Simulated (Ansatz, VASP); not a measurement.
# One calculation of Al5H, two programs

```xyz
6
Lattice="3.5315 0.0000 0.0000 0.0000 3.5315 0.0000 0.0000 0.0000 7.1793" Properties=species:S:1:pos:R:3 pbc="T T T"
Al    1.7657    0.0000    5.7198
Al    0.0000    1.7657    5.7198
Al    0.0000    0.0000    2.2957
Al    1.7657    0.0000    0.7521
Al    0.0000    1.7657    0.7521
H     1.7657    1.7657    1.1508
```

Alike in both runs: task relaxation of cell and atoms; functional PBE; k mesh 6 × 6 × 4; occupations gaussian, width 0.1 eV; no spin polarisation.

```csv
,VASP,Ansatz
version,VASP 6.6.1,Ansatz 0.2.0
potentials or method,"VASP PAW PBE potentials, release 64 (Al, H), cutoff 600 eV","scalar-relativistic, plane waves, PAW"
valence electrons in the cell,16,16
```

|  | VASP | Ansatz | Ansatz less VASP |
| --- | --- | --- | --- |
| gap on the k mesh at the Fermi level, each at its own relaxed structure (eV) | none | none | - |
| relaxed volume (Å³/atom) | 17.11 | 17.09 | -0.024 |
| relaxed cell length with the largest relative difference (Å) | 6.136 | 6.122 | -0.0137 |

A gap of «none» marks a metal or a gap that the smearing closes.
